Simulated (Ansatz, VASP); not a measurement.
## Two plane-wave programs on Ir

```
Ir
1.0
     0.00000    2.96264    2.96264
     2.96264    0.00000    2.96264
     2.96264    2.96264    0.00000
Ir
3
Cartesian
  1.4813 1.4813 1.4813
  2.9626 2.9626 2.9626
  4.4440 4.4440 4.4440
```

Alike in both runs: functional PBE; k mesh 14 × 14 × 14; occupations gaussian, width 0.1 eV; no spin polarisation.

Ansatz relaxed the structure, and its values are those at the end. VASP's run is a single point on that final structure, the one shown.

|  | VASP | Ansatz |
| --- | --- | --- |
| version | VASP 6.6.1 | Ansatz 0.2.0 |
| potentials or method | VASP PAW PBE potentials, release 64 (Ir), cutoff 520 eV | scalar-relativistic, plane waves, PAW |
| valence electrons in the cell | 27 | 51 |

Ansatz gave:

| Quantity | Value |
| --- | --- |
| gap on the k mesh at the Fermi level (eV) | none |
| pressure (GPa) | 0.0 |

Task: What did VASP give for the same quantities?

Result: gap on the k mesh at the Fermi level (eV): none; pressure (GPa): 0.3.

A gap of «none» marks a metal or a gap that the smearing closes. VASP's potentials hold 27 valence electrons a cell and Ansatz's 51, so a difference there can come from the potentials and not from the codes.

Neither program's run includes spin-orbit coupling.
